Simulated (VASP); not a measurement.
# Sc (Im-3m) in VASP: notebook

Runs on Sc. Level: PBEsol. Tasks: single point, relaxation of volume and atoms at fixed shape.

All numbers are computed with VASP 6.6.1; they aren't measurements. Logs are shortened: lines on timing, memory, paths and dates and some standing lists are left out, and cuts for length are marked.

**1. The cell of the first run**

It takes space group Im-3m (No. 229, cubic). The conventional cell has a = 3.633 Å, b = 3.633 Å, c = 3.633 Å, α = 90.00°, β = 90.00°, γ = 90.00°. Sc (site symmetry m-3m) has 14 Sc at 3.15 to 3.63 Å within 4.1 Å.

**2. Single point, PBEsol**

The input, INCAR:

```
SYSTEM = Sc
  PREC = Accurate
  ENCUT = 520
  EDIFF = 1E-7
  ISMEAR = 0
  SIGMA = 0.1
  LREAL = .FALSE.
  LASPH = .TRUE.
  NELM = 80
  ALGO = Normal
  ISIF = 2
  LWAVE = .FALSE.
  LCHARG = .TRUE.
  GGA = PS
  LELF = .TRUE.
  LVHAR = .TRUE.
  NBANDS = 18
```

The input, KPOINTS:

```
Automatic mesh
0
G
  6 6 6
  0 0 0
```

The input, POSCAR:

```
Sc
1.0
    3.6331918187      0.0000000000      0.0000000000
    0.0000000000      3.6331918187      0.0000000000
    0.0000000000      0.0000000000      3.6331918187
Sc
2
Direct
    0.0000000000      0.0000000000      0.0000000000
    0.5000000000      0.5000000000      0.5000000000
```

Potentials or basis: VASP PAW PBE potentials, release 64 (Sc_sv).

Command:

```console
$ cat potpaw_PBE.64/Sc_sv/POTCAR > POTCAR
$ mpirun -np 1 vasp_std > vasp.out
```

OUTCAR:

```text
SYSTEM = Sc
   PREC = Accurate
   ENCUT = 520
   EDIFF = 1E-7
   ISMEAR = 0
   LREAL = .FALSE.
   LASPH = .TRUE.
   NELM = 80
   ISIF = 2
   GGA = PS

 ion  position               nearest neighbor table
   1  0.000  0.000  0.000-   2 3.15   2 3.15   2 3.15   2 3.15   2 3.15   2 3.15   2 3.15   2 3.15

   2  0.500  0.500  0.500-   1 3.15   1 3.15   1 3.15   1 3.15   1 3.15   1 3.15   1 3.15   1 3.15

  LATTYP: Found a simple cubic cell.
 ALAT       =     3.6331918187

  Lattice vectors:

 A1 = (   3.6331918187,   0.0000000000,   0.0000000000)
 A2 = (   0.0000000000,   3.6331918187,   0.0000000000)
 A3 = (   0.0000000000,   0.0000000000,   3.6331918187)

Analysis of symmetry for initial positions (statically):
=====================================================================
 Subroutine PRICEL returns following result:

  LATTYP: Found a body centered cubic cell.
 ALAT       =     3.6331918187

  Lattice vectors:

 A1 = (   1.8165959093,   1.8165959093,  -1.8165959093)
 A2 = (  -1.8165959093,   1.8165959093,   1.8165959093)
 A3 = (   1.8165959093,  -1.8165959093,   1.8165959093)

   2 primitive cells build up your supercell.

 Routine SETGRP: Setting up the symmetry group for a
 simple cubic supercell.

 Subroutine GETGRP returns: Found 48 space group operations
 (whereof 48 operations were pure point group operations)
 out of a pool of 48 trial point group operations.

The static configuration has the point symmetry O_h .

Analysis of symmetry for dynamics (positions and initial velocities):
=====================================================================
 Subroutine PRICEL returns following result:

  LATTYP: Found a body centered cubic cell.
 ALAT       =     3.6331918187

  Lattice vectors:

 A1 = (   1.8165959093,   1.8165959093,  -1.8165959093)
 A2 = (  -1.8165959093,   1.8165959093,   1.8165959093)
 A3 = (   1.8165959093,  -1.8165959093,   1.8165959093)

   2 primitive cells build up your supercell.

 Routine SETGRP: Setting up the symmetry group for a
 simple cubic supercell.

 Subroutine GETGRP returns: Found 48 space group operations
 (whereof 48 operations were pure point group operations)
 out of a pool of 48 trial point group operations.
[... 86 lines left out ...]
   ISTART =      0    job   : 0-new  1-cont  2-samecut
   ICHARG =      2    charge: 1-file 2-atom 10-const
   ISPIN  =      1    spin polarized calculation?
   LNONCOLLINEAR =      F non collinear calculations
   LSORBIT =      F    spin-orbit coupling
   LASPH  =      T    aspherical Exc in radial PAW
   ENCUT  =  520.0 eV  38.22 Ry    6.18 a.u.   6.76  6.76  6.76*2*pi/ulx,y,z
   NELM   =     80;   NELMIN=  2; NELMDL= -5     # of ELM steps
   EDIFF  = 0.1E-06   stopping-criterion for ELM
   LREAL  =      F    real-space projection
   EDIFFG = 0.1E-05   stopping-criterion for IOM
   NSW    =      0    number of steps for IOM
   IBRION =     -1    ionic relax: 0-MD 1-quasi-New 2-CG
   NFREE  =      0    steps in history (QN), initial steepest desc. (CG)
   ISIF   =      2    stress and relaxation
   ISYM   =      2    0-nonsym 1-usesym 2-fastsym
   POTIM  = 0.5000    time-step for ionic-motion
   TEBEG  =    0.0;   TEEND  =   0.0 temperature during run
   PSTRESS=    0.0 pullay stress
   NELECT =      22.0000    total number of electrons
   NUPDOWN=      -1.0000    fix difference up-down
   EMIN   =  10.00;   EMAX   =-10.00  energy-range for DOS
   EFERMI =   0.00;   METHOD = LEGACY
   ISMEAR =     0;   SIGMA  =   0.10  broadening in eV -4-tet -1-fermi 0-gaus
   EFERMI_NEDOS =   21; number of points for ismear=-14 and -15
   IALGO  =     38    algorithm
   IMIX   =      4    mixing-type and parameters
     AMIX     =   0.40;   BMIX     =  1.00
     AMIX_MAG =   1.60;   BMIX_MAG =  1.00
  volume/ion in A,a.u.               =      23.98       161.82
  Fermi-wavevector in a.u.,A,eV,Ry     =   1.262585  2.385940 21.689342  1.594122
  Thomas-Fermi vector in A             =   2.395986
   LORBIT       =      0    0 simple, 1 ext, 2 COOP (PROOUT), +10 PAW based schemes
   GGA     = PS    functional components
   LHFCALC =     F    Hartree Fock is set to
   AEXX    =    0.0000 exact exchange contribution
   IVDW    =     0    specifies the selected vdW correction
   LEPSILON=     F    determine dielectric tensor
   LRPA    =     F    only Hartree local field effects (RPA)
 non-spin polarized calculation
 Gauss-broadening in eV      SIGMA  =   0.10
  energy-cutoff  :      520.00
  volume of cell :       47.96
 maximum number of plane-waves:      1328
 NGX is ok and might be reduce to    28
   NGX = 13   NGY = 13   NGZ = 13

 number of electron      21.9999985 magnetization

 Free energy of the ion-electron system (eV)
  ---------------------------------------------------
  ext. energy  EPLUGINS =         0.00000000
  ---------------------------------------------------
  free energy    TOTEN  =       -13.00980559 eV

  energy without entropy =      -12.98274443  energy(sigma->0) =      -12.99627501

 E-fermi :   3.8565     XC(G=0): -10.1098

 val. band max:        3.7749349737   @ k =   0.5000   0.5000   0.3333
 cond. band min:       3.8692588993   @ k =   0.3333   0.3333   0.3333
 fundamental gap:      0.0943239256
 Fermi energy:         3.8564703964

 k-point     1 :       0.0000    0.0000    0.0000
  band No.  band energies     occupation
      1     -45.4740      2.00000
      2     -45.3490      2.00000
      3     -24.2550      2.00000
      4     -24.2550      2.00000
      5     -24.2550      2.00000
      6     -23.9499      2.00000
[... 397 lines left out ...]
      5     -24.1660      2.00000
      6     -24.1660      2.00000
[... 10 lines left out ...]
     17       7.1663      0.00000
     18       7.1663      0.00000

------------------------ aborting loop because EDIFF is reached ----------------------------------------

  FORCE on cell =-STRESS in cart. coord.  units (eV):
  Direction    XX          YY          ZZ          XY          YZ          ZX
  --------------------------------------------------------------------------------------
  -------------------------------------------------------------------------------------
  Total        0.0003340      0.0003340      0.0003340     -0.0000000     -0.0000000      0.0000000
  in kB        0.0111587      0.0111587      0.0111587     -0.0000000     -0.0000000      0.0000000
  external PRESSURE =       0.0111587 kB  Pullay stress =       0.0000000 kB

 VOLUME and BASIS-vectors are now :
 -----------------------------------------------------------------------------
  energy-cutoff  :      520.00
  volume of cell :       47.96
      direct lattice vectors                 reciprocal lattice vectors
     3.633191819  0.000000000  0.000000000     0.275240078  0.000000000  0.000000000
     0.000000000  3.633191819  0.000000000     0.000000000  0.275240078  0.000000000
     0.000000000  0.000000000  3.633191819     0.000000000  0.000000000  0.275240078

 POSITION                                       TOTAL-FORCE (eV/Angst)
 -----------------------------------------------------------------------------------
      0.00000      0.00000      0.00000         0.000000     -0.000000      0.000000
      1.81660      1.81660      1.81660        -0.000000      0.000000     -0.000000
 -----------------------------------------------------------------------------------
    total drift:                                0.000000      0.000000      0.000000

  FREE ENERGIE OF THE ION-ELECTRON SYSTEM (eV)
  ---------------------------------------------------
  free  energy   TOTEN  =       -13.0098055914 eV

  energy  without entropy=      -12.9827444337  energy(sigma->0) =      -12.99627501
```

OSZICAR:

```text
N       E                     dE             d eps       ncg     rms          rms(c)
DAV:   1     0.285926358857E+03    0.28593E+03   -0.10258E+04   720   0.129E+03
DAV:   2     0.891904355404E+00   -0.28503E+03   -0.27991E+03   824   0.530E+02
DAV:   3    -0.143291770688E+02   -0.15221E+02   -0.14706E+02  1130   0.137E+02
DAV:   4    -0.146506211977E+02   -0.32144E+00   -0.31966E+00  1086   0.210E+01
DAV:   5    -0.146553880368E+02   -0.47668E-02   -0.47660E-02  1202   0.251E+00    0.805E+00
DAV:   6    -0.132070467060E+02    0.14483E+01   -0.31175E+00   948   0.197E+01    0.239E+00
DAV:   7    -0.130236512566E+02    0.18340E+00   -0.83403E-01   978   0.890E+00    0.898E-01
DAV:   8    -0.130119906880E+02    0.11661E-01   -0.47078E-02   884   0.275E+00    0.310E-01
DAV:   9    -0.130097841391E+02    0.22065E-02   -0.11227E-02   968   0.116E+00    0.200E-02
DAV:  10    -0.130098073708E+02   -0.23232E-04   -0.12648E-04  1056   0.149E-01    0.763E-03
DAV:  11    -0.130098042649E+02    0.31059E-05   -0.40731E-06  1044   0.166E-02    0.197E-03
DAV:  12    -0.130098053797E+02   -0.11148E-05   -0.31930E-07   862   0.519E-03    0.477E-04
DAV:  13    -0.130098056568E+02   -0.27715E-06   -0.11662E-08   494   0.178E-03    0.148E-04
DAV:  14    -0.130098055914E+02    0.65406E-07   -0.56059E-09   466   0.149E-03
   1 F= -.13009806E+02 E0= -.12996275E+02  d E =-.270612E-01
```

stdout:

```text
POSCAR found type information on POSCAR Sc
 POSCAR found :  1 types and       2 ions
 scaLAPACK will be used
 -----------------------------------------------------------------------------
|                                                                             |
|                                                                             |
|     You enforced a specific xc type in the INCAR file but a different       |
|     I HOPE YOU KNOW WHAT YOU ARE DOING!                                     |
|                                                                             |
 -----------------------------------------------------------------------------

 LDA part: xc-table for (Slater+PW92), standard interpolation
 POSCAR, INCAR and KPOINTS ok, starting setup
 FFT: planning ... GRIDC
 FFT: planning ... GRID_SOFT
 FFT: planning ... GRID
 WAVECAR not read
 entering main loop
```

Run time: 10 s. Hardware: 1 thread of AMD EPYC 9R45 (Zen 5), shared host; peak memory 0.13 GiB.

Results:

```yaml
Free_energy: -13.0098 eV
Pressure: 0.0 GPa
Band_gap_on_the_k_mesh: zero (band 11 reaches 4.40 eV, above the bottom of band 12 at 3.60 eV)
```

Levels at points of the mesh, in eV from the Fermi level:
```tsv
k point	band 7	band 8	band 9	band 10	band 11	band 12	band 13	band 14	band 15	band 16
(0.00, 0.00, 0.00)	-27.81	-27.81	-5.31	-1.29	-1.29	1.46	1.46	1.46	2.94	2.94
(0.50, 0.00, 0.00)	-27.95	-27.95	-2.47	-2.47	0.55	0.55	1.60	1.60	1.60	1.60
(0.50, 0.50, 0.00)	-27.81	-27.81	-1.85	-1.85	0.24	0.24	0.51	0.51	2.91	2.91
(0.50, 0.50, 0.50)	-28.02	-28.02	-0.25	-0.25	-0.25	-0.25	-0.25	-0.25	3.31	3.31
```

Caveat: the PAW data sets were made with another functional, which shifts forces and pressure a little.

**3. Relaxation of volume and atoms at fixed shape, PBEsol**

This run uses another cell than the first one, of 24.92 Å³/atom, 1.039 times its volume.

The input, INCAR:

```
PREC = Accurate ; ENCUT = 600
EDIFF = 1E-6 ; ISMEAR = 0
SIGMA = 0.1 ; LREAL = F
LASPH = T ; NELM = 80
ALGO = Normal ; ISIF = 8
LWAVE = F ; LCHARG = F
GGA = PS ; IBRION = 2
NSW = 80 ; EDIFFG = -0.01
```

The input, KPOINTS:

```
regular mesh
0
Gamma
  6 6 6
```

The input, POSCAR:

```
Sc
1.0
    3.6800000000      0.0000000000      0.0000000000
    0.0000000000      3.6800000000      0.0000000000
    0.0000000000      0.0000000000      3.6800000000
Sc
2
Direct
    0.0000000000      0.0000000000      0.0000000000
    0.5000000000      0.5000000000      0.5000000000
```

Potentials or basis: VASP PAW PBE potentials, release 64 (Sc_sv).

Command:

```console
$ cat potpaw_PBE.64/Sc_sv/POTCAR > POTCAR
$ mpirun -np 1 vasp_std > vasp.out
```

Wall time 18 s (1 thread of AMD EPYC 9R45 (Zen 5), shared host); peak memory 0.14 GiB.

The run converged. Its results:

| Item | Value |
| --- | --- |
| Free energy | -13.0109 eV |
| Relaxed volume | 24.00 Å³/atom |
| Relaxed cell | a = 3.634 Å, b = 3.634 Å, c = 3.634 Å, α = 90.00°, β = 90.00°, γ = 90.00° |
| Space group after relaxing (to 0.05 Å) | Im-3m (No. 229) |
| Energy gained by relaxing | 6.0 meV/atom |
| Ionic steps | 3 |
| Pressure after relaxing | 0.0 GPa |
| Band gap on the k mesh | zero (band 11 reaches 4.40 eV, above the bottom of band 12 at 3.60 eV) |

The path:
| step | energy change (eV) | largest force (eV/Å) | pressure (GPa) | volume (Å³) |
| --- | --- | --- | --- | --- |
| 1 | 0.0000 | 0.0000 | -2.04 | 49.84 |
| 2 | -0.0113 | 0.0000 | 0.53 | 47.58 |
| 3 | -0.0120 | 0.0000 | 0.01 | 48.01 |

Final structure:
```cif
data_structure
_symmetry_space_group_name_H-M 'P 1'
_symmetry_Int_Tables_number 1
_cell_length_a 3.6344
_cell_length_b 3.6344
_cell_length_c 3.6344
_cell_angle_alpha 90.000
_cell_angle_beta 90.000
_cell_angle_gamma 90.000
_cell_volume 48.01
loop_
_atom_site_label
_atom_site_type_symbol
_atom_site_fract_x
_atom_site_fract_y
_atom_site_fract_z
_atom_site_occupancy
Sc1 Sc 0.00000 0.00000 0.00000 1
Sc2 Sc 0.50000 0.50000 0.50000 1
```

Levels at points of the mesh, in eV from the Fermi level:
| k point | band 7 | band 8 | band 9 | band 10 | band 11 | band 12 | band 13 | band 14 | band 15 |
| --- | --- | --- | --- | --- | --- | --- | --- | --- | --- |
| (0.00, 0.00, 0.00) | -27.81 | -27.81 | -5.30 | -1.29 | -1.29 | 1.45 | 1.45 | 1.45 | 2.94 |
| (0.50, 0.00, 0.00) | -27.96 | -27.96 | -2.47 | -2.47 | 0.55 | 0.55 | 1.60 | 1.60 | 1.60 |
| (0.50, 0.50, 0.00) | -27.81 | -27.81 | -1.84 | -1.84 | 0.24 | 0.24 | 0.51 | 0.51 | 2.90 |
| (0.50, 0.50, 0.50) | -28.03 | -28.03 | -0.25 | -0.25 | -0.25 | -0.25 | -0.25 | -0.25 | 3.31 |

Caveat: the PAW data sets were made with another functional, which shifts forces and pressure a little.
